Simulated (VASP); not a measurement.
Ti, 1 atom in the cell. The structure is cubic, space group Fm-3m (No. 225). The conventional cell has a = 3.834 Å, b = 3.834 Å, c = 3.834 Å, α = 90.00°, β = 90.00°, γ = 90.00°. Within 3.6 Å of Ti (site symmetry m-3m) lie 12 Ti at 2.71 Å. This isn't the form of Ti at room conditions, which is hcp.

| Property | Result |
| --- | --- |
| Program | VASP 6.6.1 |
| Task | single point |
| Functional | LDA |
| Potentials or basis | VASP PAW LDA potentials, release 64 (Ti_sv) |
| Cutoff | 520 eV |
| k mesh | 22 × 22 × 22 |
| Occupations | gaussian, width 0.15 eV |
| Spin | collinear spin |
| Starting moments | [0.25] μB |
| Fixed moment | 0.25 μB |
| Dipole correction | no |
| Further INCAR settings | ALGO = Normal; EDIFF = 1e-07; NBANDS = 16 |

Potentials or basis: VASP PAW LDA potentials, release 64 (Ti_sv).

Run with:

```console
$ cat potpaw_LDA.64/Ti_sv/POTCAR > POTCAR
$ mpirun -np 1 vasp_std > vasp.out
```

Hardware: 1 thread of Intel(R) Xeon(R) Platinum 8259CL CPU @ 2.50GHz (Skylake/Cascade Lake), with other jobs on the host.

**Question.** How long does it take, and how much memory?

**Answer.** Run time: 3.6 min on 1 thread of Intel(R) Xeon(R) Platinum 8259CL CPU @ 2.50GHz (Skylake/Cascade Lake), with other jobs on the host, peak memory 0.2 GiB. Counts: scf iterations 15, k points 328.
